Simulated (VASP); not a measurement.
Wanted: the native input for a VASP 6.6.1 run.

| Quantity | Value |
| --- | --- |
| Task | single point |
| Functional | LDA |
| Potentials or basis | VASP PAW LDA potentials, release 64 (W_sv, S) |
| Cutoff | 520 eV |
| k mesh | 9 × 9 × 2 |
| Occupations | gaussian, width 0.02 eV |
| Spin | no spin polarisation |
| Dipole correction | no |
| Further INCAR settings | ALGO = Normal; EDIFF = 1e-07; NBANDS = 35 |

The structure of WS2 (Tungstenite) lies in POSCAR:

```
WS2
1.0
    3.1800000000      0.0000000000      0.0000000000
   -1.5900000000      2.7539607840      0.0000000000
    0.0000000000      0.0000000000     12.5000000000
W S
2 4
Direct
    0.6666666667      0.3333333333      0.7500000000
    0.3333333333      0.6666666667      0.2500000000
    0.6666666667      0.3333333333      0.3750000000
    0.3333333333      0.6666666667      0.8750000000
    0.6666666667      0.3333333333      0.1250000000
    0.3333333333      0.6666666667      0.6250000000
```

These files were run (other wordings do the same):

INCAR

```
SYSTEM = WS2
ALGO = Normal
EDIFF = 1E-7
ENCUT = 520
GGA = CA
ISIF = 2
ISMEAR = 0
LASPH = .TRUE.
LCHARG = .FALSE.
LREAL = .FALSE.
LWAVE = .FALSE.
NBANDS = 35
NELM = 60
PREC = Accurate
SIGMA = 0.02
```

KPOINTS

```
k-points
0
G
  9 9 2
  0 0 0
```

Potentials or basis: VASP PAW LDA potentials, release 64 (W_sv, S).

Command:

```sh
$ cat potpaw_LDA.64/W_sv/POTCAR potpaw_LDA.64/S/POTCAR > POTCAR
$ mpirun -np 1 vasp_std > vasp.out
```

It gave:

- Pressure: -5.3 GPa
- Largest force: 0.312 eV/Å
- Band gap on the k mesh: 1.08 eV, indirect (least direct gap 1.73 eV)

Caveat: spin-orbit coupling is left out, which moves the levels of the heavy elements.

Run time: 45 s on 1 thread of Intel(R) Xeon(R) Platinum 8488C (Sapphire Rapids), with other jobs on the host, peak memory 0.23 GiB.
